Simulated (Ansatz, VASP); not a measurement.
TaSi2 in VASP and in Ansatz

The input POSCAR:

```
TaSi2
1.0
    4.5409691634      0.0000000000      0.0000000000
   -2.2704845817      3.9325946533      0.0000000000
    0.0000000000      0.0000000000      6.5547553952
Ta Si
3 6
Direct
    0.5000000000      0.0000000000      0.0000000000
    0.5000000000      0.5000000000      0.6666666667
    0.0000000000      0.5000000000      0.3333333333
    0.1582725695      0.3165451391      0.0000000000
    0.8417274305      0.1582725695      0.6666666667
    0.6834548609      0.8417274305      0.3333333333
    0.8417274305      0.6834548609      0.0000000000
    0.1582725695      0.8417274305      0.6666666667
    0.3165451391      0.1582725695      0.3333333333
```

File INCAR.step1:

```
SYSTEM = TaSi2
PREC = Accurate ; ENCUT = 550
ISMEAR = 0 ; SIGMA = 0.15
LREAL = .FALSE. ; LASPH = .TRUE.
NELM = 120 ; NBANDS = 38
GGA = PE ; ALGO = Normal
EDIFF = 1E-5 ; LWAVE = .TRUE.
LCHARG = .FALSE. ; GGA_COMPAT = .FALSE.
```

File INCAR.step2:

```
SYSTEM = TaSi2
PREC = Accurate ; ENCUT = 550
EDIFF = 1E-6 ; ISMEAR = 0
SIGMA = 0.15 ; LREAL = .FALSE.
LASPH = .TRUE. ; NELM = 120
ALGO = Normal ; ISIF = 2
LWAVE = .FALSE. ; LCHARG = .TRUE.
METAGGA = R2SCAN ; LMIXTAU = .TRUE.
LELF = .TRUE. ; LVHAR = .TRUE.
NBANDS = 38 ; ISTART = 1
GGA_COMPAT = .FALSE.
```

KPOINTS

```
Automatic mesh
0
G
  12 12 6
  0 0 0
```

Input for Ansatz:

```yaml
crystal:
  lattice:
    - [4.5409691634, 0.0, 0.0]
    - [-2.2704845817, 3.9325946533, 0.0]
    - [0.0, 0.0, 6.5547553952]
  atoms:
    - { symbol: Ta, position: [0.5, 0.0, 0.0] }
    - { symbol: Ta, position: [0.5, 0.5, 0.6666666667] }
    - { symbol: Ta, position: [0.0, 0.5, 0.3333333333] }
    - { symbol: Si, position: [0.1582725695, 0.3165451391, 0.0] }
    - { symbol: Si, position: [0.8417274305, 0.1582725695, 0.6666666667] }
    - { symbol: Si, position: [0.6834548609, 0.8417274305, 0.3333333333] }
    - { symbol: Si, position: [0.8417274305, 0.6834548609, 0.0] }
    - { symbol: Si, position: [0.1582725695, 0.8417274305, 0.6666666667] }
    - { symbol: Si, position: [0.3165451391, 0.1582725695, 0.3333333333] }
basis:
  ecutwfc: 500
kpoints:
  mp_grid: { grid: [12, 12, 6] }
hamiltonian:
  xc: r2scan
scf:
  occupations: { method: gaussian, width: 0.15 }
output:
  forces: true
  stress: true
  eigenvalues: true
```

Change from the starting cell: strain -0.050 along x and y, +0.000 along z, atoms carried along.

Alike in both runs: task single point; functional r2SCAN; k mesh 12 × 12 × 6; occupations gaussian, width 0.15 eV; no spin polarisation.

|  | VASP | Ansatz |
| --- | --- | --- |
| version | VASP 6.6.1 | Ansatz 0.2.0 |
| potentials or method | VASP PAW PBE potentials, release 64 (Ta_pv, Si), cutoff 550 eV | scalar-relativistic, plane waves, PAW |
| valence electrons in the cell | 57 | 63 |

|  | VASP | Ansatz | Ansatz less VASP |
| --- | --- | --- | --- |
| gap on the k mesh at the Fermi level (eV) | none | none | - |
| pressure (GPa) | 24.7 | 24.3 | -0.45 |
| traceless stress, the component that is largest in VASP (GPa) | -12.00 | -11.98 | +0.020 |
| rms of the force components (eV/Å) | 0.145 | 0.151 | +0.0054 |

VASP's potentials were made for PBE, not for r2SCAN. Atom by atom the forces differ by 0.005 eV/Å (rms over components). A gap of «none» marks a metal or a gap that the smearing closes. The functional is the same, so the differences come from potentials, cutoffs and numerics. VASP's potentials hold 57 valence electrons a cell and Ansatz's 63, so a difference there can come from the potentials and not from the codes.

Spin-orbit coupling is off throughout.
